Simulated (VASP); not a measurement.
Input of a VASP 6.6.1 run:

Contents of INCAR:

```
  ALGO = Normal
  EDIFF = 1E-6
  ENCUT = 520
  GGA = PE
  ISIF = 2
  ISMEAR = -1
  LASPH = T
  LCHARG = F
  LREAL = F
  LWAVE = F
  NBANDS = 27
  NELM = 60
  PREC = Accurate
  SIGMA = 0.02
```

The input KPOINTS:

```
k-points
0
Gamma
  6 6 6
```

The input POSCAR:

```
BaHfO3
1.0
    4.1770517732      0.0000000000      0.0000000000
    0.0000000000      4.1770517732      0.0000000000
    0.0000000000      0.0000000000      4.1770487591
Ba Hf O
1 1 3
Direct
    0.5000000000      0.5000000000      0.9979971634
    0.0000000000      0.0000000000      0.4979944625
    0.0000000000      0.5000000000      0.4980131235
    0.5000000000      0.0000000000      0.4980131235
    0.0000000000      0.0000000000      0.9980039171
```

Potentials or basis: VASP PAW PBE potentials, release 64 (Ba_sv, Hf_pv, O).

The run is started by

```console
$ cat potpaw_PBE.64/Ba_sv/POTCAR potpaw_PBE.64/Hf_pv/POTCAR potpaw_PBE.64/O/POTCAR > POTCAR
$ mpirun -np 1 vasp_std > vasp.out
```

Q: What does it give for the pressure?

A: 2.9 GPa.

Q: Predict the band gap on the k mesh.

A: 3.58 eV, indirect (least direct gap 3.80 eV).

Caveat: spin-orbit coupling is left out, which moves the levels of the heavy elements. A k mesh can miss the band edges.
